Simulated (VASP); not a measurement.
Write the native input for VASP 6.6.1 that does the following.

```yaml
Task: relaxation of cell and atoms
Functional: PBE
Potentials_or_basis: VASP PAW PBE potentials, release 64 (Tl_d)
Cutoff: 600 eV
k_mesh: 16 × 16 × 9
Occupations: fermi-dirac, width 0.1 eV
Spin: no spin polarisation
Target_pressure: 230 GPa
Dipole_correction: no
Further_INCAR_settings: ALGO = Normal; EDIFF = 1e-06; IBRION = 2; EDIFFG = -0.005; NSW = 32; ISIF = 3
```

The structure of Tl lies in POSCAR:

```
Tl
1.0
    2.6623351523      0.0000000000      0.0000000000
   -1.3311675762      2.3056498753      0.0000000000
    0.0000000000      0.0000000000      4.3763394052
Tl
2
Direct
    0.3333333333      0.6666666667      0.2500000000
    0.6666666667      0.3333333333      0.7500000000
```

The input as run:

INCAR

```
PREC = Accurate
ENCUT = 600
EDIFF = 1E-6
ISMEAR = -1
SIGMA = 0.1
LREAL = F
LASPH = T
NELM = 100
ALGO = Normal
ISIF = 3
LWAVE = F
LCHARG = F
GGA = PE
IBRION = 2
NSW = 32
EDIFFG = -0.005
PSTRESS = 2300.0
```

KPOINTS

```
regular mesh
0
Gamma
  16 16 9
```

Potentials or basis: VASP PAW PBE potentials, release 64 (Tl_d).

Launch:

```sh
$ cat potpaw_PBE.64/Tl_d/POTCAR > POTCAR
$ mpirun -np 1 vasp_std > vasp.out
```

Results of the run:

- Relaxed volume: 13.44 Å³/atom
- Relaxed cell: a = 2.663 Å, b = 2.663 Å, c = 4.377 Å, α = 90.00°, β = 90.00°, γ = 120.00°
- Space group after relaxing (to 0.1 Å): P6_3/mmc (No. 194)
- Energy change on relaxing (the run minimises the enthalpy): -10.3 meV/atom
- Ionic steps: 3
- Pressure after relaxing: 230.0 GPa
- Band gap on the k mesh: zero (bands 13 and 14 overlap by 8.07 eV)

Caveat: the cell is relaxed towards a set pressure, so the run minimises the enthalpy, not the energy; spin-orbit coupling is left out, which moves the levels of the heavy elements.

Wall time 57 s on 1 thread of Intel(R) Xeon(R) Platinum 8559C (Emerald Rapids) (shared host), peak memory 0.21 GiB.
